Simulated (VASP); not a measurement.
Sb2Se3:

```
Sb Se
1.0
     4.09982    0.00000    0.00000
    -2.04991    3.55054    0.00000
     0.00000    0.00000   10.33762
Sb Se
2 3
Direct
  0.33333 0.66667 0.18251
  0.66667 0.33333 0.81749
  0.66667 0.33333 0.32743
  0.33333 0.66667 0.67257
  0.00000 0.00000 0.00000
```

* Program: VASP 6.6.1
* Task: relaxation of cell and atoms
* Functional: PBE
* Potentials or basis: VASP PAW PBE potentials, release 64 (Sb, Se)
* Cutoff: 500 eV
* k mesh: 12 × 12 × 4
* Occupations: gaussian, width 0.02 eV
* Spin: no spin polarisation

At the start: pressure 0.3 GPa; volume 30.10 Å³/atom.

Task: Where does the relaxation end?

Result: Over 7 steps the energy falls by 3.1 meV/atom and the volume is 30.02 Å³/atom (-0.2 %); space group P-3m1 (No. 164, to 0.1 Å) before and after.

The path:
| step | energy change (eV) | largest force (eV/Å) | pressure (GPa) | volume (Å³) |
| --- | --- | --- | --- | --- |
| 1 | 0.0000 | 0.2715 | 0.26 | 150.48 |
| 2 | -0.0115 | 0.0488 | -0.39 | 151.54 |
| 3 | -0.0116 | 0.0219 | -0.46 | 151.67 |
| 4 | -0.0154 | 0.0331 | 0.00 | 150.08 |
| 5 | -0.0154 | 0.0345 | 0.01 | 150.04 |
| 6 | -0.0155 | 0.0140 | 0.02 | 150.07 |
| 7 | -0.0156 | 0.0082 | 0.03 | 150.11 |

Final structure:
```
Sb Se
1.0
     4.06905    0.00000    0.00000
    -2.03453    3.52390    0.00000
     0.00000    0.00000   10.46896
Sb Se
2 3
Direct
  0.33333 0.66667 0.18086
  0.66667 0.33333 0.81914
  0.66667 0.33333 0.32909
  0.33333 0.66667 0.67091
  0.00000 0.00000 0.00000
```

Caveat: this functional lacks dispersion, which binds layers or chains, so the pressure and a relaxed spacing across them are unreliable.
